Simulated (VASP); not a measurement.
Write the native input for VASP 6.6.1 that does the following.

| Item | Value |
| --- | --- |
| Task | relaxation of cell and atoms |
| Functional | PBE |
| Potentials or basis | VASP PAW PBE potentials, release 64 (In_d, Ru_pv) |
| Cutoff | 600 eV |
| k mesh | 8 × 8 × 8 |
| Occupations | gaussian, width 0.1 eV |
| Spin | no spin polarisation |
| Dipole correction | no |
| Further INCAR settings | ALGO = Fast; EDIFF = 1e-06; IBRION = 2; EDIFFG = -0.01; NSW = 100; ISIF = 3 |

The structure of In4Ru lies in POSCAR:

```
In4Ru
1.0
    5.1875323794      0.0000000000      0.0000000000
    0.0000000000      5.1875323794      0.0000000000
    0.0000000000      0.0000000000      5.1875323794
In Ru
4 1
Direct
    0.2858063770      0.2858063770      0.2858063770
    0.7141936230      0.7141936230      0.2858063770
    0.2858063770      0.7141936230      0.7141936230
    0.7141936230      0.2858063770      0.7141936230
    0.0000000000      0.0000000000      0.0000000000
```

The cell was built from a structure type or drawn by symmetry, and may not be a known phase.

The input as run:

INCAR

```
PREC = Accurate
ENCUT = 600
EDIFF = 1E-6
ISMEAR = 0
SIGMA = 0.1
LREAL = False
LASPH = True
NELM = 60
ALGO = Fast
ISIF = 3
LWAVE = False
LCHARG = False
GGA = PE
IBRION = 2
NSW = 100
EDIFFG = -0.01
```

KPOINTS

```
regular mesh
0
Gamma
  8 8 8
```

Potentials or basis: VASP PAW PBE potentials, release 64 (In_d, Ru_pv).

Launch:

```bash
$ cat potpaw_PBE.64/In_d/POTCAR potpaw_PBE.64/Ru_pv/POTCAR > POTCAR
$ mpirun -np 1 vasp_std > vasp.out
```

It gave:

The relaxed volume is 27.84 Å³/atom and the relaxed cell is a = 5.182 Å, b = 5.182 Å, c = 5.182 Å, α = 90.00°, β = 90.00°, γ = 90.00°. The space group after relaxing (to 0.1 Å) is P-43m (No. 215) and the energy gained by relaxing is 0.1 meV/atom. The ionic steps are 3, the pressure after relaxing is 0.0 GPa and the band gap on the k mesh is zero (bands 33 and 34 overlap by 0.45 eV).

Caveat: spin-orbit coupling is left out, which moves the levels of the heavy elements.

Wall time 7.5 min on 1 thread of Intel(R) Xeon(R) 6975P-C (Granite Rapids), on a shared host, peak memory 0.39 GiB.
